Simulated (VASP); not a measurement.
Runs of VASP 6.6.1 on W. The structure is cubic, space group Fm-3m (No. 225). Conventional cell: a = 4.060 Å, b = 4.060 Å, c = 4.060 Å, α = 90.00°, β = 90.00°, γ = 90.00°. W (site symmetry m-3m) has 12 W at 2.87 Å within 3.8 Å. 

| k mesh | gap on the mesh (eV) | pressure (GPa) |
| --- | --- | --- |
| 8 × 8 × 8 | none | -3.9 |
| 6 × 6 × 6 | none | -3.7 |
| 3 × 3 × 3 | none | (b) |
| 4 × 4 × 4 | none | (a) |
| 9 × 9 × 9 | none | -4.7 |
| 12 × 12 × 12 | none | -4.4 |

Alike in all rows: task single point; level PBE; potentials or basis VASP PAW PBE potentials, release 64 (W_sv); no spin polarisation; cell as given; cutoff (eV) 520; smearing fermi-dirac 0.1 eV.

Task: Estimate the missing entries.

Result: (a) -4.8; (b) 1.9.

Caveats: some runs use coarse meshes; spin-orbit coupling is left out, which moves the levels of the heavy elements.

A k mesh can miss the band edges, and the runs leave out spin-orbit coupling on W.

A gap of «none» marks levels without a gap at the run's occupations.
